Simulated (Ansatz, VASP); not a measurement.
# FeNi3: VASP beside Ansatz

```
Fe Ni
1.0
     0.00000    2.79037    2.79037
     2.79037    0.00000    2.79037
     2.79037    2.79037    0.00000
Fe Ni
1 3
Direct
  0.00000 0.00000 0.00000
  0.75000 0.75000 0.75000
  0.25000 0.25000 0.25000
  0.50000 0.50000 0.50000
```

Alike in both runs: task single point; functional LDA; k mesh 7 × 7 × 7; occupations fermi-dirac, width 0.05 eV; collinear spin.

|  | VASP | Ansatz |
| --- | --- | --- |
| version | VASP 6.6.1 | Ansatz 0.2.0 |
| potentials or method | VASP PAW LDA potentials, release 64 (Fe, Ni) | plane waves, PAW |
| plane-wave cutoff (eV) | 520 | 420 |
| valence electrons in the cell | 38 | 70 |

|  | VASP | Ansatz | Ansatz less VASP |
| --- | --- | --- | --- |
| gap on the k mesh at the Fermi level (eV) | none | none | - |
| net moment per atom (μB) | 1.07 | 1.08 | +0.010 |
| size of the moment on the site where the two differ most (μB) | 0.61 | 0.66 | +0.043 |

LDA's correlation is that of Perdew and Zunger in VASP and of Perdew and Wang (1992) in Ansatz. Site moments also hang on the region over which each program counts them. A gap of «none» marks a metal or a gap that the smearing closes. VASP's potentials hold 38 valence electrons a cell and Ansatz's 70, so a difference there can come from the potentials and not from the codes.
